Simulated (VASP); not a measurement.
A run of VASP 6.6.1 is set up as follows.

The input POSCAR:

```
Zn
1.0
    2.6700000000      0.0000000000      0.0000000000
   -1.3350000000      2.3122878281      0.0000000000
    0.0000000000      0.0000000000      4.9660000000
Zn
2
Direct
    0.6666666667      0.3333333333      0.7500000000
    0.3333333333      0.6666666667      0.2500000000
```

INCAR.step1

```
SYSTEM = Zn
PREC = Accurate ; ENCUT = 520
EDIFF = 1E-5 ; ISMEAR = -1
SIGMA = 0.05 ; LREAL = .False.
LASPH = .True. ; NELM = 60
ALGO = Normal ; ISIF = 2
LWAVE = .True. ; LCHARG = .False.
GGA = PE ; NBANDS = 19
```

INCAR.step2

```
SYSTEM = Zn
PREC = Accurate ; ENCUT = 520
EDIFF = 1E-6 ; ISMEAR = -1
SIGMA = 0.05 ; LREAL = .False.
LASPH = .True. ; NELM = 60
ALGO = Normal ; ISIF = 2
LWAVE = .False. ; LCHARG = .False.
GGA = PE ; LHFCALC = .True.
HFSCREEN = 0.2079 ; PRECFOCK = Normal
ISTART = 1 ; NBANDS = 19
```

The input KPOINTS:

```
regular mesh
0
Gamma
  6 6 3
  0 0 0
```

Potentials or basis: VASP PAW PBE potentials, release 64 (Zn).

The run is started by

```sh
$ cat potpaw_PBE.64/Zn/POTCAR > POTCAR
$ cp INCAR.step1 INCAR
$ mpirun -np 1 vasp_std > vasp.out
$ cp INCAR.step2 INCAR
$ mpirun -np 1 vasp_std > vasp.out
```

Task: Estimate the band gap on the k mesh.

Result: Zero (bands 12 and 13 overlap by 4.28 eV).

Task: Estimate the pressure.

Result: -0.3 GPa.

Stress tensor (GPa, compression positive):
```
-2.81  0.00  0.00
 0.00 -2.81  0.00
 0.00  0.00  4.65
```

Caveat: the k points lie up to 0.45 Å⁻¹ apart, too coarse for converged energies and pressures of a metal; the PAW data sets were made with another functional, which shifts forces and pressure a little.
